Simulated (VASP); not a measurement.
# Si (a cell with a defect) in VASP: notebook, part 2 of 2

VASP 6.6.1.

## 3. Single point, LDA, collinear spin, zero start

INCAR reads:

```
SYSTEM = Si
  ALGO = Normal
  EDIFF = 1E-6
  ENCUT = 520
  GGA = CA
  ISIF = 2
  ISMEAR = -1
  ISPIN = 2
  LASPH = .True.
  LCHARG = .True.
  LELF = .True.
  LORBIT = 11
  LREAL = Auto
  LVHAR = .True.
  LWAVE = .False.
  MAGMOM = 0 0 0 0 0 0 0 0 0 0 0 0 0 0 0 0 0 0 0 0 0 0 0 0 0 0 0 0 0 0 0 0 0 0 0 0 0 0 0 0 0 0 0 0 0 0 0 0 0 0 0 0 0 0 0 0 0 0 0 0 0 0 0
  NBANDS = 167
  NELECT = 251.0
  NELM = 150
  PREC = Accurate
  SIGMA = 0.05
```

KPOINTS reads:

```
k-points
0
Gamma
  1 1 1
  0 0 0
```

POSCAR reads:

```
Si
1.0
   10.8600000000      0.0000000000      0.0000000000
    0.0000000000     10.8600000000      0.0000000000
    0.0000000000      0.0000000000     10.8600000000
Si
63
Direct
    0.5007460405      0.0004728361      0.0002653775
    0.6255483425      0.1248901473      0.1249966851
    0.7503151013      0.2493144567      0.0002285451
    0.8747028545      0.3757517495      0.1231380295
    0.7502969613      0.0004697053      0.2497640884
    0.8754997238      0.1249127993      0.3749087477
    0.0002024862     -0.0005186924     -0.0012225599
    0.1255399632      0.1248399632      0.1250306630
    0.2509576427      0.2502284530     -0.0011244015
    0.3765129834      0.3757440147      0.1267315838
    0.4983737569      0.4976723757     -0.0022222836
    0.7530585635      0.7523013812     -0.0024528545
    0.8747130755      0.8740264273      0.1268521179
    0.2509761510     -0.0005053407      0.2511899632
    0.3755970534      0.1248863720      0.3750052486
    0.5007938306      0.2492856354      0.2498034991
    0.6238325046      0.3756992634      0.3741650092
    0.7529542357      0.4974986188      0.2523937385
    0.8746718232      0.6267372007      0.3741886740
    0.4994127072     -0.0005209024      0.4996110497
    0.6255226519      0.1248744936      0.6250692449
    0.7517220994      0.2501810313      0.4996504604
    0.8755066298      0.3749013812      0.6249455801
    0.7517584715     -0.0005046041      0.7503906077
    0.8755111418      0.1248935543      0.8750603131
    0.0011666667      0.5001441068      0.0002692449
    0.1255580110      0.6248751381      0.1250684162
    0.2499805709      0.7496323204      0.0002881215
    0.3764063536      0.8740197974      0.1232154696
    0.0001884899      0.2502986188      0.2511618785
    0.1255904236      0.3749327808      0.3749593002
    0.2500346225      0.5000422652      0.2497367403
    0.3765480663      0.6230624309      0.3739965009
    0.4983674954      0.7521618785      0.2521780847
    0.6273894107      0.8740023020      0.3741364641
    0.0006746777     -0.0000124309      0.5000578269
    0.1254941989      0.1248164825      0.6250664825
    0.2503810313      0.2497317680      0.5001887661
    0.3755650092      0.3749494475      0.6250009208
    0.5007700737      0.5000712707      0.5005534991
    0.6255018416      0.6248409761      0.6250088398
    0.7502492634      0.7496316759      0.5005889503
    0.8754842541      0.8748472376      0.6249402394
    0.2505193370     -0.0000430018      0.7498627072
    0.3756315838      0.1249387661      0.8750443831
    0.4994021179      0.2503614180      0.7504015654
    0.6274127072      0.3758116943      0.8759132597
    0.7503279006      0.5000883978      0.7493806630
    0.8747398711      0.6230647330      0.8758048803
    0.0011474217      0.7496535912      0.2498395028
    0.1256606814      0.8747976059      0.3749779926
    0.0001532228      0.4987069982      0.4995870166
    0.1255337937      0.6248538674      0.6250097606
    0.2509949355      0.7509199816      0.4995800184
    0.3756434622      0.8747441989      0.6249239411
    0.0006970534      0.2497951197      0.7499197974
    0.1256145488      0.3749543278      0.8751290055
    0.2509430018      0.4987362799      0.7504310313
    0.3764210866      0.6267050645      0.8759392265
    0.5007710866      0.7496106814      0.7494447514
    0.6237208103      0.8740038674      0.8759093002
    0.0002044199      0.7511362799      0.7503323204
    0.1256346225      0.8748227440      0.8750377532
```

Potentials or basis: VASP PAW LDA potentials, release 64 (Si).

Started as:

```console
> cat potpaw_LDA.64/Si/POTCAR > POTCAR
> mpirun -np 1 vasp_gam > vasp.out
```

OUTCAR:

```text
SYSTEM = Si
   EDIFF = 1E-6
   ENCUT = 520
   GGA = CA
   ISIF = 2
   ISMEAR = -1
   ISPIN = 2
   LASPH = .True.
   LORBIT = 11
   LREAL = Auto
   NELECT = 251.0
   NELM = 150
   PREC = Accurate

 ion  position               nearest neighbor table
   1  0.501  0.000  0.000-  29 2.34  61 2.34   2 2.34  45 2.35
   2  0.626  0.125  0.125-   5 2.34   1 2.34  16 2.34   3 2.34
   3  0.750  0.249  0.000-  47 2.34   4 2.34   2 2.34  25 2.35
   4  0.875  0.376  0.123-  18 2.34  26 2.34   3 2.34  30 2.38
   5  0.750  0.000  0.250-  35 2.34  13 2.34   2 2.34   6 2.35
   6  0.875  0.125  0.375-  22 2.34  30 2.34   5 2.35  36 2.35
   7  0.000  0.999  0.999-  25 2.34  63 2.34   8 2.36  13 2.38
   8  0.126  0.125  0.125-  14 2.36  30 2.36   7 2.36   9 2.36
   9  0.251  0.250  0.999-  45 2.34  57 2.34   8 2.36  10 2.38
  10  0.377  0.376  0.127-  11 2.34  32 2.34  16 2.34   9 2.38
  11  0.498  0.498  0.998-  10 2.34  47 2.34  59 2.34
  12  0.753  0.752  0.998-  49 2.34  61 2.34  13 2.34
  13  0.875  0.874  0.127-  12 2.34   5 2.34  50 2.34   7 2.38
  14  0.251  0.999  0.251-  51 2.34  15 2.34   8 2.36  29 2.38
  15  0.376  0.125  0.375-  14 2.34  20 2.34  16 2.35  38 2.35
  16  0.501  0.249  0.250-  10 2.34  17 2.34   2 2.34  15 2.35
  17  0.624  0.376  0.374-  18 2.34  16 2.34  40 2.34  22 2.38
[... 649 lines left out ...]
  energy-cutoff  :      520.00
  volume of cell :     1280.82
      direct lattice vectors                 reciprocal lattice vectors
    10.860000000  0.000000000  0.000000000     0.092081031  0.000000000  0.000000000
     0.000000000 10.860000000  0.000000000     0.000000000  0.092081031  0.000000000
     0.000000000  0.000000000 10.860000000     0.000000000  0.000000000  0.092081031

 POSITION                                       TOTAL-FORCE (eV/Angst)
 -----------------------------------------------------------------------------------
      5.43810      0.00514      0.00288         0.003599      0.006864     -0.004401
      6.79345      1.35631      1.35746        -0.004226     -0.000210      0.001419
      8.14842      2.70755      0.00248         0.003909     -0.011257     -0.000060
      9.49927      4.08066      1.33728        -0.000704      0.001665      0.002961
      8.14822      0.00510      2.71244         0.007506      0.008305     -0.000152
      9.50793      1.35655      4.07151        -0.002708     -0.000508      0.000468
[... 55 lines left out ...]
      0.00222      8.15734      8.14861         0.002251     -0.002914     -0.000785
      1.36439      9.50057      9.50291        -0.004972     -0.001146      0.002752
 -----------------------------------------------------------------------------------
    total drift:                               -0.043474      0.003899     -0.007413

  FREE ENERGIE OF THE ION-ELECTRON SYSTEM (eV)
  ---------------------------------------------------
  free  energy   TOTEN  =      -371.5857743812 eV

  energy  without entropy=     -371.4183514044  energy(sigma->0) =     -371.50206289

 total charge

# of ion       s       p       d       tot
------------------------------------------
    1        0.746   0.964   0.000   1.710
    2        0.743   0.969   0.000   1.712
    3        0.746   0.964   0.000   1.711
    4        0.748   0.952   0.000   1.700
    5        0.746   0.964   0.000   1.711
    6        0.745   0.963   0.000   1.707
[... 55 lines left out ...]
   62        0.752   0.944   0.000   1.696
   63        0.745   0.963   0.000   1.707
--------------------------------------------------
tot         47.290  59.822   0.000 107.112

 magnetization (x)

# of ion       s       p       d       tot
------------------------------------------
    1       -0.000  -0.000   0.000  -0.000
    2       -0.000  -0.000   0.000  -0.000
    3       -0.000  -0.000   0.000  -0.000
    4       -0.000   0.000   0.000   0.000
    5       -0.000  -0.000   0.000  -0.000
    6       -0.000  -0.000   0.000  -0.000
[... 55 lines left out ...]
   62       -0.000  -0.000   0.000  -0.000
   63       -0.000  -0.000   0.000  -0.000
--------------------------------------------------
tot          0.000   0.000   0.000   0.000
```

It took 20 min on 1 thread of Intel Xeon 8259CL, shared host; peak memory 0.88 GiB.

Results:

| Property | Result |
| --- | --- |
| Free energy | -371.5858 eV |
| Largest force | 0.014 eV/Å |
| Net moment | 0.00 μB per cell |
| Valence electrons inside the program's atomic spheres | Si 1.71, 1.70, 1.65 (each value once) |

Forces in eV/Å, atoms in the order of the input:
```
Si   0.004  0.007 -0.004
Si  -0.004  0.000  0.001
Si   0.004 -0.011  0.000
Si  -0.001  0.002  0.003
Si   0.008  0.008  0.000
Si  -0.003 -0.001  0.000
Si   0.001  0.002  0.003
Si  -0.001  0.002 -0.001
Si  -0.003 -0.001 -0.002
Si   0.002  0.001  0.008
Si  -0.002 -0.001 -0.004
Si   0.000  0.002 -0.002
Si   0.001 -0.001  0.001
Si  -0.004  0.003  0.002
Si  -0.001 -0.001 -0.002
Si   0.001 -0.003  0.000
Si  -0.008  0.002 -0.001
Si   0.004 -0.002  0.001
Si  -0.001 -0.001 -0.004
Si  -0.004  0.001  0.003
Si  -0.002  0.000 -0.002
Si   0.000 -0.001  0.003
Si  -0.004  0.001  0.002
Si  -0.006  0.001  0.000
Si  -0.004 -0.001  0.000
Si   0.005 -0.001 -0.006
Si  -0.002  0.000  0.000
Si  -0.008 -0.001  0.001
Si   0.006 -0.003 -0.003
Si   0.002 -0.002  0.000
Si  -0.005  0.001 -0.001
Si  -0.002  0.003 -0.005
Si  -0.002 -0.004  0.002
Si   0.000  0.003  0.003
Si  -0.001 -0.001 -0.006
Si   0.006  0.002  0.003
Si   0.001  0.002 -0.003
Si   0.003 -0.005  0.003
Si  -0.001  0.002  0.003
Si   0.004 -0.001  0.003
Si  -0.002  0.001  0.000
Si   0.006  0.000  0.013
Si  -0.005 -0.001  0.004
Si   0.003  0.003 -0.005
Si  -0.001 -0.002  0.000
Si  -0.004 -0.003  0.000
Si   0.000  0.002  0.000
Si   0.007  0.000 -0.009
Si   0.002 -0.003  0.000
Si   0.007  0.003  0.001
Si  -0.003  0.000  0.000
Si   0.005 -0.001  0.003
Si  -0.001  0.001 -0.001
Si  -0.002  0.002  0.001
Si  -0.002  0.002  0.002
Si   0.004 -0.002 -0.001
Si  -0.002 -0.002 -0.002
Si  -0.002 -0.001 -0.002
Si   0.006 -0.001  0.002
Si   0.001  0.004 -0.005
Si   0.001  0.001 -0.003
Si   0.002 -0.003 -0.001
Si  -0.005 -0.001  0.003
```

Levels at points of the mesh, in eV from the Fermi level:
Spin up:
```tsv
k point	band 122	band 123	band 124	band 125	band 126	band 127	band 128	band 129
(0.00, 0.00, 0.00)	-1.67	-0.78	-0.78	-0.78	0.09	0.09	0.09	0.19
```
Spin down:
| k point | band 122 | band 123 | band 124 | band 125 | band 126 | band 127 | band 128 | band 129 |
| --- | --- | --- | --- | --- | --- | --- | --- | --- |
| (0.00, 0.00, 0.00) | -1.67 | -0.78 | -0.78 | -0.78 | 0.09 | 0.09 | 0.09 | 0.19 |

Caveat: the k points lie up to 0.58 Å⁻¹ apart; the cell carries a net charge on a neutralising background, which shifts energy and pressure; the cell is charged against a uniform background, so pressure and absolute levels hang on convention; no moment was typed at the start, so none could form.
